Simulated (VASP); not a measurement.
Wanted: the native input for a VASP 6.6.1 run.

```
Task                   : single point
Functional             : PBE
Potentials or basis    : VASP PAW PBE potentials, release 64 (Nb_sv, C)
Cutoff                 : 600 eV
k mesh                 : 6 × 6 × 4
Occupations            : gaussian, width 0.1 eV
Spin                   : collinear spin, ferromagnetic start
Starting moments       : [1.0, 0.0, 0.0] μB
Dipole correction      : no
Further INCAR settings : ALGO = Normal; EDIFF = 1e-06; NBANDS = 22
```

The structure of NbC2 lies in POSCAR:

```
NbC2
1.0
    3.1785924843      0.0000000000      0.0000000000
   -1.5892962422      2.7527418397      0.0000000000
    0.0000000000      0.0000000000      3.9134117940
Nb C
1 2
Direct
    0.0000000000      0.0000000000      0.0000000000
    0.3333333333      0.6666666667      0.3307150694
    0.3333333333      0.6666666667      0.6692849306
```

One way to write it, as run:

INCAR

```
SYSTEM = NbC2
ALGO = Normal
EDIFF = 1E-6
ENCUT = 600
GGA = PE
GGA_COMPAT = .FALSE.
ISIF = 2
ISMEAR = 0
ISPIN = 2
LASPH = .TRUE.
LCHARG = .FALSE.
LMAXMIX = 4
LORBIT = 11
LREAL = .FALSE.
LWAVE = .FALSE.
MAGMOM = 1 0 0
NBANDS = 22
NELM = 200
PREC = Accurate
SIGMA = 0.1
```

KPOINTS

```
k-points
0
G
  6 6 4
  0 0 0
```

Potentials or basis: VASP PAW PBE potentials, release 64 (Nb_sv, C).

Run with:

```sh
$ cat potpaw_PBE.64/Nb_sv/POTCAR potpaw_PBE.64/C/POTCAR > POTCAR
$ mpirun -np 1 vasp_std > vasp.out
```

Results of the run:

- Pressure: -0.6 GPa
- Largest force: 0.049 eV/Å
- Net moment: 0.00 μB per cell
- Valence electrons inside the program's atomic spheres: Nb 10.61; C 2.51

Caveat: the k points lie up to 0.40 Å⁻¹ apart.

Wall time 20 s on 1 thread of Intel(R) Xeon(R) 6975P-C (Granite Rapids) (shared host), peak memory 0.19 GiB.
